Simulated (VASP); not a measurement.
Runs of VASP 6.6.1 on MgS. It takes space group Fm-3m (No. 225, cubic). The conventional cell has a = 5.203 Å, b = 5.203 Å, c = 5.203 Å, α = 90.00°, β = 90.00°, γ = 90.00°. Within 3.4 Å of Mg (site symmetry m-3m) lie 6 S at 2.60 Å. Within 3.4 Å of S (site symmetry m-3m) lie 6 Mg at 2.60 Å. 

```tsv
level	smearing	share of exact exchange	screening parameter	gap on the mesh (eV)	pressure (GPa)
PBE-based screened hybrid	gaussian 0.01 eV	0.15	0.3 1/Å	(a)	(b)
PBE0	gaussian 0.01 eV	-	-	4.52	-0.5
HSE06	gaussian 0.01 eV	-	0.2079 1/Å	3.75	-0.4
HSE06	fermi-dirac 0.2 eV	-	0.2079 1/Å	3.75	-0.4
PBE-based global hybrid	gaussian 0.01 eV	0.05	-	3.10	0.9
```

Alike in all rows: task single point; potentials or basis VASP PAW PBE potentials, release 64 (Mg, S); no spin polarisation; cell as given; k mesh 4 × 4 × 4; cutoff (eV) 520.

Q: Estimate the missing entries.

A: (a) 3.21; (b) 0.4.

Caveats: all runs use coarse meshes; the PAW data sets were made with another functional, which shifts forces and pressure a little.

A k mesh can miss the band edges.
